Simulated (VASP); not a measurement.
# Rb (I4_1/amd) in VASP: single point with PBE

Aim: the single point of Rb with PBE.

Program: VASP 6.6.1. These are calculated values, not measurements. Logs are shortened: lines on timing, memory, paths and dates and some standing lists are left out, and cuts for length are marked.

### 1 The cell of the first run

Symmetry: I4_1/amd, No. 141, tetragonal system. Conventional cell: a = 8.907 Å, b = 8.907 Å, c = 4.804 Å, α = 90.00°, β = 90.00°, γ = 90.00°.

### 2 Single point, PBE

The input, INCAR:

```
SYSTEM = Rb
  ALGO = Normal
  EDIFF = 1E-6
  ENCUT = 520
  GGA = PE
  ISIF = 2
  ISMEAR = -1
  LASPH = .TRUE.
  LCHARG = .FALSE.
  LREAL = .FALSE.
  LWAVE = .FALSE.
  NBANDS = 16
  NELM = 80
  PREC = Accurate
  SIGMA = 0.08
```

The input, KPOINTS:

```
k-points
0
G
  9 9 9
  0 0 0
```

The input, POSCAR:

```
Rb
1.0
   -4.4534684240      4.4534684240      2.4020571567
    4.4534684240     -4.4534684240      2.4020571567
    4.4534684240      4.4534684240     -2.4020571567
Rb
2
Direct
   -0.3750000000     -0.1250000000     -0.2500000000
    0.3750000000      0.1250000000      0.2500000000
```

Potentials or basis: VASP PAW PBE potentials, release 64 (Rb_sv).

Started as:

```
$ cat potpaw_PBE.64/Rb_sv/POTCAR > POTCAR
$ mpirun -np 1 vasp_std > vasp.out
```

OUTCAR:

```text
SYSTEM = Rb
   EDIFF = 1E-6
   ENCUT = 520
   GGA = PE
   ISIF = 2
   ISMEAR = -1
   LASPH = .TRUE.
   LREAL = .FALSE.
   NELM = 80
   PREC = Accurate

 ion  position               nearest neighbor table
   1  0.625  0.875  0.750-   2 4.61   2 4.61   2 4.61   2 4.61   2 5.73   2 5.73   2 5.73   2 5.73

   2  0.375  0.125  0.250-   1 4.61   1 4.61   1 4.61   1 4.61   1 5.73   1 5.73   1 5.73   1 5.73

  LATTYP: Found a body centered tetragonal cell.
 ALAT       =     8.9069368480
 C/A-ratio  =     0.5393677305

  Lattice vectors:

 A1 = (  -4.4534684240,   4.4534684240,   2.4020571567)
 A2 = (   4.4534684240,  -4.4534684240,   2.4020571567)
 A3 = (   4.4534684240,   4.4534684240,  -2.4020571567)

Analysis of symmetry for initial positions (statically):
=====================================================================
 Subroutine PRICEL returns:
 Original cell was already a primitive cell.

 Routine SETGRP: Setting up the symmetry group for a
 body centered tetragonal supercell.

 Subroutine GETGRP returns: Found 16 space group operations
 (whereof  4 operations were pure point group operations)
 out of a pool of 16 trial point group operations.

The static configuration has the point symmetry C_2h.
 The point group associated with its full space group is D_4h.

Analysis of symmetry for dynamics (positions and initial velocities):
=====================================================================
 Subroutine PRICEL returns:
 Original cell was already a primitive cell.

 Routine SETGRP: Setting up the symmetry group for a
 body centered tetragonal supercell.

 Subroutine GETGRP returns: Found 16 space group operations
 (whereof  4 operations were pure point group operations)
 out of a pool of 16 trial point group operations.

The dynamic configuration has the point symmetry C_2h.
 The point group associated with its full space group is D_4h.

 Subroutine INISYM returns: Found 16 space group operations
 (whereof  4 operations are pure point group operations),
 and found     1 'primitive' translations

----------------------------------------------------------------------------------------

                                     Primitive cell

  volume of cell :     190.5637

  direct lattice vectors                    reciprocal lattice vectors
    -4.453468424  4.453468424  2.402057157     0.000000000  0.112272043  0.208154914
     4.453468424 -4.453468424  2.402057157     0.112272043  0.000000000  0.208154914
[... 78 lines left out ...]
   ICHARG =      2    charge: 1-file 2-atom 10-const
   ISPIN  =      1    spin polarized calculation?
   LNONCOLLINEAR =      F non collinear calculations
   LSORBIT =      F    spin-orbit coupling
   LASPH  =      T    aspherical Exc in radial PAW
   ENCUT  =  520.0 eV  38.22 Ry    6.18 a.u.  12.53 12.53 12.53*2*pi/ulx,y,z
   NELM   =     80;   NELMIN=  2; NELMDL= -5     # of ELM steps
   EDIFF  = 0.1E-05   stopping-criterion for ELM
   LREAL  =      F    real-space projection
   EDIFFG = 0.1E-04   stopping-criterion for IOM
   NSW    =      0    number of steps for IOM
   IBRION =     -1    ionic relax: 0-MD 1-quasi-New 2-CG
   NFREE  =      0    steps in history (QN), initial steepest desc. (CG)
   ISIF   =      2    stress and relaxation
   ISYM   =      2    0-nonsym 1-usesym 2-fastsym
   POTIM  = 0.5000    time-step for ionic-motion
   TEBEG  =    0.0;   TEEND  =   0.0 temperature during run
   PSTRESS=    0.0 pullay stress
   NELECT =      18.0000    total number of electrons
   NUPDOWN=      -1.0000    fix difference up-down
   EMIN   =  10.00;   EMAX   =-10.00  energy-range for DOS
   EFERMI =   0.00;   METHOD = LEGACY
   ISMEAR =    -1;   SIGMA  =   0.08  broadening in eV -4-tet -1-fermi 0-gaus
   EFERMI_NEDOS =   21; number of points for ismear=-14 and -15
   IALGO  =     38    algorithm
   IMIX   =      4    mixing-type and parameters
     AMIX     =   0.40;   BMIX     =  1.00
     AMIX_MAG =   1.60;   BMIX_MAG =  1.00
  volume/ion in A,a.u.               =      95.28       642.99
  Fermi-wavevector in a.u.,A,eV,Ry     =   0.745565  1.408914  7.563036  0.555867
  Thomas-Fermi vector in A             =   1.841182
   LORBIT       =      0    0 simple, 1 ext, 2 COOP (PROOUT), +10 PAW based schemes
   GGA     = PE    functional components
   LHFCALC =     F    Hartree Fock is set to
   AEXX    =    0.0000 exact exchange contribution
   IVDW    =     0    specifies the selected vdW correction
   LEPSILON=     F    determine dielectric tensor
   LRPA    =     F    only Hartree local field effects (RPA)
 non-spin polarized calculation
  energy-cutoff  :      520.00
  volume of cell :      190.56
 maximum number of plane-waves:      5197
 NGX is ok and might be reduce to    50
   NGX = 25   NGY = 25   NGZ = 25

 number of electron      18.0000000 magnetization

 Free energy of the ion-electron system (eV)
  ---------------------------------------------------
  ext. energy  EPLUGINS =         0.00000000
  ---------------------------------------------------
  free energy    TOTEN  =        -1.77498522 eV

  energy without entropy =       -1.73735200  energy(sigma->0) =       -1.75616861

 E-fermi :  -0.0808     XC(G=0):  -5.3505

 val. band max:       -0.1018994297   @ k =   0.2222   0.2222   0.1111
 cond. band min:      -0.0757157589   @ k =  -0.3333   0.3333   0.1111
 fundamental gap:      0.0261836708
 Fermi energy:        -0.0808294764

 k-point     1 :       0.0000    0.0000    0.0000
  band No.  band energies     occupation
      1     -29.0935      2.00000
      2     -29.0843      2.00000
      3     -13.2284      2.00000
      4     -13.2284      2.00000
      5     -13.1302      2.00000
      6     -13.1288      2.00000
[... 433 lines left out ...]
      3     -13.1954      2.00000
      4     -13.1915      2.00000
      5     -13.1756      2.00000
      6     -13.1703      2.00000
[... 8 lines left out ...]
     15       3.1341      0.00000
     16       3.2997      0.00000

 [... further k-points ...]
[... 5 lines left out ...]
  --------------------------------------------------------------------------------------
  -------------------------------------------------------------------------------------
  Total       -0.0009458     -0.0009458     -0.0077763     -0.0000000      0.0000000      0.0000000
  in kB       -0.0079520     -0.0079520     -0.0653795     -0.0000000      0.0000000      0.0000000
  external PRESSURE =      -0.0270945 kB  Pullay stress =       0.0000000 kB

 VOLUME and BASIS-vectors are now :
 -----------------------------------------------------------------------------
  energy-cutoff  :      520.00
  volume of cell :      190.56
      direct lattice vectors                 reciprocal lattice vectors
    -4.453468424  4.453468424  2.402057157     0.000000000  0.112272043  0.208154914
     4.453468424 -4.453468424  2.402057157     0.112272043  0.000000000  0.208154914
     4.453468424  4.453468424 -2.402057157     0.112272043  0.112272043  0.000000000

 POSITION                                       TOTAL-FORCE (eV/Angst)
 -----------------------------------------------------------------------------------
      4.45347      2.22673      1.80154         0.000000     -0.000000      0.000000
      0.00000      2.22673      0.60051        -0.000000      0.000000     -0.000000
 -----------------------------------------------------------------------------------
    total drift:                                0.000000     -0.000000      0.000000

  FREE ENERGIE OF THE ION-ELECTRON SYSTEM (eV)
  ---------------------------------------------------
  free  energy   TOTEN  =        -1.7749852218 eV

  energy  without entropy=       -1.7373519954  energy(sigma->0) =       -1.75616861
```

Wall time 4.3 min (1 thread of Intel Xeon 6975P-C, shared host); peak memory 0.45 GiB.

What came out:

```
Free energy            : -1.7750 eV
Pressure               : 0.0 GPa
Band gap on the k mesh : zero (band 9 reaches 0.66 eV, above the bottom of band 10 at -0.77 eV)
```

Levels at points of the mesh, in eV from the Fermi level:
```tsv
k point	band 5	band 6	band 7	band 8	band 9	band 10	band 11	band 12	band 13	band 14
(0.00, 0.00, 0.00)	-13.05	-13.05	-13.05	-13.05	-1.91	0.94	1.72	2.35	2.35	2.60
```
